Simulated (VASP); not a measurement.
Set up this calculation in VASP 6.6.1, as the native input.

* Task: single point
* Functional: LDA
* Potentials or basis: VASP PAW LDA potentials, release 64 (Se)
* Cutoff: 520 eV
* k mesh: 9 × 9 × 6
* Occupations: methfessel-paxton, width 0.1 eV
* Spin: no spin polarisation
* Dipole correction: no
* Further INCAR settings: ALGO = Normal; EDIFF = 1e-07; NBANDS = 16

The structure of Se lies in POSCAR:

```
Se
1.0
    3.9534579885      0.0000000000      0.0000000000
   -1.9767289943      3.4237950508      0.0000000000
    0.0000000000      0.0000000000      5.1205317866
Se
3
Direct
    0.2543546533      1.0000000000      0.3333333333
    1.0000000000      0.2543546533      0.6666666667
    0.7456453467      0.7456453467      1.0000000000
```

The input as run:

INCAR

```
SYSTEM = Se
  PREC = Accurate
  ENCUT = 520
  EDIFF = 1E-7
  ISMEAR = 1
  SIGMA = 0.1
  LREAL = .FALSE.
  LASPH = .TRUE.
  NELM = 80
  ALGO = Normal
  ISIF = 2
  LWAVE = .FALSE.
  LCHARG = .FALSE.
  GGA = CA
  NBANDS = 16
```

KPOINTS

```
regular mesh
0
G
  9 9 6
  0 0 0
```

Potentials or basis: VASP PAW LDA potentials, release 64 (Se).

The run is started by

```bash
$ cat potpaw_LDA.64/Se/POTCAR > POTCAR
$ mpirun -np 1 vasp_std > vasp.out
```

Results of the run:

| Quantity | Value |
| --- | --- |
| Pressure | 0.2 GPa |
| Largest force | 0.052 eV/Å |
| Band gap on the k mesh | 0.28 eV, direct |

Run time: 26 s on 1 thread of Intel(R) Xeon(R) 6975P-C (Granite Rapids), with other jobs on the host, peak memory 0.18 GiB.
